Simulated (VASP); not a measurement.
# Co: relaxation of cell and atoms with PBEsol

Co:

```
Co
1.0
     2.38799    0.00000    0.00000
    -1.19399    2.06806    0.00000
     0.00000    0.00000    2.23127
Co
1
Direct
  0.00000 0.00000 0.00000
```

This isn't the form of Co at room conditions, which is hcp.

- Program: VASP 6.6.1
- Task: relaxation of cell and atoms
- Functional: PBEsol
- Potentials or basis: VASP PAW PBE potentials, release 64 (Co)
- Cutoff: 600 eV
- k mesh: 9 × 9 × 8
- Occupations: gaussian, width 0.1 eV
- Spin: collinear spin, ferromagnetic start
- Starting moments: [1.74] μB
- Dipole correction: no
- Further INCAR settings: ALGO = Fast; EDIFF = 1e-07; IBRION = 2; EDIFFG = -0.04; NSW = 90; ISIF = 3

```yaml
Relaxed_volume: 11.25 Å³/atom
Relaxed_cell: a = 2.405 Å, b = 2.405 Å, c = 2.248 Å, α = 90.00°, β = 90.00°, γ = 120.00°
Space_group_after_relaxing_to_0.1_Å: P6/mmm (No. 191)
Energy_gained_by_relaxing: 2.9 meV/atom
Ionic_steps: 3
Pressure_after_relaxing: 0.0 GPa
Net_moment: 1.61 μB per cell
Site_moments: Co +1.60 μB
Valence_electrons_inside_the_program's_atomic_spheres: Co 8.31
```

Stress tensor (GPa, compression positive):
```
-0.12  0.00  0.00
 0.00 -0.12  0.00
 0.00  0.00  0.29
```

Step by step:
| step | energy change (eV) | largest force (eV/Å) | pressure (GPa) | volume (Å³) |
| --- | --- | --- | --- | --- |
| 1 | 0.0000 | 0.0000 | 4.16 | 11.02 |
| 2 | -0.0006 | 0.0000 | -3.15 | 11.48 |
| 3 | -0.0029 | 0.0000 | 0.02 | 11.25 |

Final structure:
```xyz
1
Lattice="2.4047 0.0000 0.0000 -1.2023 2.0825 0.0000 0.0000 0.0000 2.2475" Properties=species:S:1:pos:R:3 pbc="T T T"
Co   -1.2023    2.0825    0.0000
```

Levels at points of the mesh, in eV from the Fermi level:
Spin up:
```csv
k point,band 2,band 3,band 4,band 5,band 6,band 7,band 8,band 9
"(0.00, 0.00, 0.00)",-4.58,-2.61,-2.61,-0.80,-0.80,20.33,22.54,25.51
"(0.00, 0.00, 0.50)",-2.25,-2.25,-2.09,-2.09,-1.66,4.40,27.73,30.17
```
Spin down:
```csv
k point,band 1,band 2,band 3,band 4,band 5,band 6,band 7,band 8
"(0.00, 0.00, 0.00)",-8.77,-3.45,-1.15,-1.15,1.31,1.31,20.71,22.45
"(0.00, 0.00, 0.50)",-4.02,-1.53,-0.75,-0.75,-0.13,-0.13,5.45,27.74
```

Wall time 24 s on 1 thread of AMD EPYC 9R45 96-Core Processor (Zen 5), with other jobs on the host, peak memory 0.11 GiB.

Caveat: the PAW data sets were made with another functional, which shifts forces and pressure a little.
